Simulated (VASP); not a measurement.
# Sn3Se2 (P31m) in VASP: single point with PBE

Aim: the single point of Sn3Se2 with PBE.

All numbers are computed with VASP 6.6.1; they aren't measurements. Logs are shortened: lines on timing, memory, paths and dates and some standing lists are left out, and cuts for length are marked.

## (1) The cell of the first run

The structure is trigonal, space group P31m (No. 157). Conventional cell: a = 6.188 Å, b = 6.188 Å, c = 5.243 Å, α = 90.00°, β = 90.00°, γ = 120.00°. Within 3.6 Å of Sn (site symmetry m) lie 2 Se at 2.76 Å and 2 Sn at 3.37 Å. Se (site symmetry 3) has 3 Sn at 2.76 Å and 3 Se at 3.57 Å within 3.6 Å.

## (2) Single point, PBE

INCAR reads:

```
  PREC = Accurate
  ENCUT = 500
  EDIFF = 1E-6
  ISMEAR = 0
  SIGMA = 0.2
  LREAL = F
  LASPH = T
  NELM = 120
  ALGO = Normal
  ISIF = 2
  LWAVE = F
  LCHARG = T
  GGA = PE
  LELF = T
  LVHAR = T
  NBANDS = 35
  GGA_COMPAT = F
```

KPOINTS reads:

```
regular mesh
0
Gamma
  3 3 3
```

POSCAR reads:

```
Sn3Se2
1.0
    6.1875082372      0.0000000000      0.0000000000
   -3.0937541186      5.3585393196      0.0000000000
    0.0000000000      0.0000000000      5.2434036388
Sn Se
3 2
Direct
    0.6854143969      0.0000000000      0.0790069321
    0.0000000000      0.6854143969      0.0790069321
    0.3145856031      0.3145856031      0.0790069321
    0.3333333333      0.6666666667      0.7429158619
    0.6666666667      0.3333333333      0.7429158619
```

Potentials or basis: VASP PAW PBE potentials, release 64 (Sn_d, Se).

The run is started by

```console
> cat potpaw_PBE.64/Sn_d/POTCAR potpaw_PBE.64/Se/POTCAR > POTCAR
> mpirun -np 1 vasp_std > vasp.out
```

OUTCAR:

```text
PREC = Accurate
   ENCUT = 500
   EDIFF = 1E-6
   ISMEAR = 0
   LREAL = F
   LASPH = T
   NELM = 120
   ISIF = 2
   GGA = PE

 ion  position               nearest neighbor table
   1  0.685  0.000  0.079-   5 2.76   4 2.76   3 3.37   2 3.37   3 3.68   2 3.68   3 3.68   2 3.68

   2  0.000  0.685  0.079-   4 2.76   5 2.76   1 3.37   3 3.37   1 3.68   3 3.68   3 3.68   1 3.68

   3  0.315  0.315  0.079-   5 2.76   4 2.76   1 3.37   2 3.37   1 3.68   2 3.68   2 3.68   1 3.68

   4  0.333  0.667  0.743-   2 2.76   1 2.76   3 2.76
   5  0.667  0.333  0.743-   1 2.76   2 2.76   3 2.76

  LATTYP: Found a hexagonal cell.
 ALAT       =     6.1875082372
 C/A-ratio  =     0.8474176418

  Lattice vectors:

 A1 = (   6.1875082372,   0.0000000000,   0.0000000000)
 A2 = (  -3.0937541186,   5.3585393196,   0.0000000000)
 A3 = (   0.0000000000,   0.0000000000,   5.2434036388)

Analysis of symmetry for initial positions (statically):
=====================================================================
 Subroutine PRICEL returns:
 Original cell was already a primitive cell.

 Routine SETGRP: Setting up the symmetry group for a
 hexagonal supercell.

 Subroutine GETGRP returns: Found  6 space group operations
 (whereof  6 operations were pure point group operations)
 out of a pool of 24 trial point group operations.

The static configuration has the point symmetry C_3v.

Analysis of symmetry for dynamics (positions and initial velocities):
=====================================================================
 Subroutine PRICEL returns:
 Original cell was already a primitive cell.

 Routine SETGRP: Setting up the symmetry group for a
 hexagonal supercell.

 Subroutine GETGRP returns: Found  6 space group operations
 (whereof  6 operations were pure point group operations)
 out of a pool of 24 trial point group operations.

The dynamic configuration has the point symmetry C_3v.

 Subroutine INISYM returns: Found  6 space group operations
 (whereof  6 operations are pure point group operations),
 and found     1 'primitive' translations

----------------------------------------------------------------------------------------

                                     Primitive cell

  volume of cell :     173.8503

  direct lattice vectors                    reciprocal lattice vectors
     6.187508237  0.000000000  0.000000000     0.161615946  0.093309010  0.000000000
[... 75 lines left out ...]
   LREAL  =      F    real-space projection
   EDIFFG = 0.1E-04   stopping-criterion for IOM
   NSW    =      0    number of steps for IOM
   IBRION =     -1    ionic relax: 0-MD 1-quasi-New 2-CG
   NFREE  =      0    steps in history (QN), initial steepest desc. (CG)
   ISIF   =      2    stress and relaxation
   ISYM   =      2    0-nonsym 1-usesym 2-fastsym
   POTIM  = 0.5000    time-step for ionic-motion
   TEBEG  =    0.0;   TEEND  =   0.0 temperature during run
   PSTRESS=    0.0 pullay stress
   NELECT =      54.0000    total number of electrons
   NUPDOWN=      -1.0000    fix difference up-down
   EMIN   =  10.00;   EMAX   =-10.00  energy-range for DOS
   EFERMI =   0.00;   METHOD = LEGACY
   ISMEAR =     0;   SIGMA  =   0.20  broadening in eV -4-tet -1-fermi 0-gaus
   EFERMI_NEDOS =   21; number of points for ismear=-14 and -15
   IALGO  =     38    algorithm
   IMIX   =      4    mixing-type and parameters
     AMIX     =   0.40;   BMIX     =  1.00
     AMIX_MAG =   1.60;   BMIX_MAG =  1.00
  volume/ion in A,a.u.               =      34.77       234.64
  Fermi-wavevector in a.u.,A,eV,Ry     =   1.108701  2.095140 16.724510  1.229217
  Thomas-Fermi vector in A             =   2.245231
   LORBIT       =      0    0 simple, 1 ext, 2 COOP (PROOUT), +10 PAW based schemes
   GGA     = PE    functional components
   LHFCALC =     F    Hartree Fock is set to
   AEXX    =    0.0000 exact exchange contribution
   IVDW    =     0    specifies the selected vdW correction
   LEPSILON=     F    determine dielectric tensor
   LRPA    =     F    only Hartree local field effects (RPA)
 non-spin polarized calculation
 Gauss-broadening in eV      SIGMA  =   0.20
  energy-cutoff  :      500.00
  volume of cell :      173.85
 maximum number of plane-waves:      4459
 NGX is ok and might be reduce to    48
   NGX = 23   NGY = 23   NGZ = 19

 number of electron      54.0000005 magnetization

 Free energy of the ion-electron system (eV)
  ---------------------------------------------------
  ext. energy  EPLUGINS =         0.00000000
  ---------------------------------------------------
  free energy    TOTEN  =       -18.86226737 eV

  energy without entropy =      -18.84342526  energy(sigma->0) =      -18.85284632

 E-fermi :   3.8297     XC(G=0):  -8.4432

 val. band max:        3.5746408235   @ k =   0.3333   0.0000   0.3333
 cond. band min:       4.0004534706   @ k =   0.0000   0.0000   0.3333
 fundamental gap:      0.4258126471
 Fermi energy:         3.8296597602

 k-point     1 :       0.0000    0.0000    0.0000
  band No.  band energies     occupation
      1     -17.7771      2.00000
      2     -17.7771      2.00000
      3     -17.7575      2.00000
      4     -17.7546      2.00000
      5     -17.7434      2.00000
      6     -17.7383      2.00000
[... 255 lines left out ...]
     34       8.2884      0.00000
     35       8.2884      0.00000

------------------------ aborting loop because EDIFF is reached ----------------------------------------

  FORCE on cell =-STRESS in cart. coord.  units (eV):
  Direction    XX          YY          ZZ          XY          YZ          ZX
  --------------------------------------------------------------------------------------
  -------------------------------------------------------------------------------------
  Total        0.2181360      0.2181360     -0.4669731      0.0000000      0.0000000      0.0000000
  in kB        2.0103070      2.0103070     -4.3035505      0.0000000      0.0000000      0.0000000
  external PRESSURE =      -0.0943122 kB  Pullay stress =       0.0000000 kB

 VOLUME and BASIS-vectors are now :
 -----------------------------------------------------------------------------
  energy-cutoff  :      500.00
  volume of cell :      173.85
      direct lattice vectors                 reciprocal lattice vectors
     6.187508237  0.000000000  0.000000000     0.161615946  0.093309010  0.000000000
    -3.093754119  5.358539320  0.000000000     0.000000000  0.186618020  0.000000000
     0.000000000  0.000000000  5.243403639     0.000000000  0.000000000  0.190715815

 POSITION                                       TOTAL-FORCE (eV/Angst)
 -----------------------------------------------------------------------------------
      4.24101      0.00000      0.41427         0.037606      0.000000      0.042302
     -2.12050      3.67282      0.41427        -0.018803      0.032568      0.042302
      0.97325      1.68572      0.41427        -0.018803     -0.032568      0.042302
     -0.00000      3.57236      3.89541         0.000000     -0.000000     -0.063454
      3.09375      1.78618      3.89541        -0.000000      0.000000     -0.063454
 -----------------------------------------------------------------------------------
    total drift:                                0.000001      0.000001      0.000870

  FREE ENERGIE OF THE ION-ELECTRON SYSTEM (eV)
  ---------------------------------------------------
  free  energy   TOTEN  =       -18.8622673679 eV

  energy  without entropy=      -18.8434252629  energy(sigma->0) =      -18.85284632
```

Run time: 29 s. Hardware: 1 thread of Intel Xeon 6975P-C (Granite Rapids), shared host; peak memory 0.28 GiB.

Results:

- Free energy: -18.8623 eV
- Pressure: 0.0 GPa
- Largest force: 0.063 eV/Å
- Band gap on the k mesh: 0.43 eV, indirect (least direct gap 0.85 eV)

Forces in eV/Å, atoms in the order of the input:
```
Sn   0.038  0.000  0.042
Sn  -0.019  0.033  0.042
Sn  -0.019 -0.033  0.042
Se   0.000  0.000 -0.063
Se   0.000  0.000 -0.063
```

Caveat: spin-orbit coupling is left out, which moves the levels of the heavy elements.
